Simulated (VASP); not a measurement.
A run of VASP 6.6.1:

Contents of INCAR:

```
ALGO     = Fast           # electronic algorithm
EDIFF    = 1E-7           # SCF threshold, eV
ENCUT    = 520            # plane-wave cutoff, eV
GGA      = PE             # functional
ISIF     = 2              # what is computed and relaxed
ISMEAR   = 0              # smearing method
LASPH    = T              # aspherical terms in the spheres
LCHARG   = T              # write CHGCAR
LELF     = T              # ELF
LREAL    = F              # projectors in reciprocal space
LVHAR    = T            
LWAVE    = F              # write WAVECAR
NBANDS   = 28             # bands
NELM     = 100            # most SCF steps
PREC     = Accurate       # precision mode
SIGMA    = 0.15           # smearing width, eV
```

File KPOINTS:

```
k-points
0
Gamma
  20 20 7
```

POSCAR

```
AlNi
1.0
    0.0000000000     -2.8930835280      0.0000000000
    0.0000000000      0.0000000000     -2.8930835280
    9.1792505841      0.0000000000      0.0000000000
Al Ni
3 3
Direct
    0.0000000000      1.0000000000      0.8667194533
    0.0000000000      1.0000000000      0.2363665718
    0.0000000000      1.0000000000      0.5515430125
    0.5000000000      0.5000000000      0.0787783514
    0.5000000000      0.5000000000      0.3939547921
    0.5000000000      0.5000000000      0.7091312329
```

Potentials or basis: VASP PAW PBE potentials, release 64 (Al, Ni).

Command:

```bash
$ cat potpaw_PBE.64/Al/POTCAR potpaw_PBE.64/Ni/POTCAR > POTCAR
$ mpirun -np 1 vasp_std > vasp.out
```

Hardware: 1 thread of Intel(R) Xeon(R) 6975P-C (Granite Rapids), on a shared host.

Q: Estimate the wall time of this run.

A: Run time: 4.7 min on 1 thread of Intel(R) Xeon(R) 6975P-C (Granite Rapids), with other jobs on the host, peak memory 0.54 GiB. Counts: scf iterations 19, k points 264.
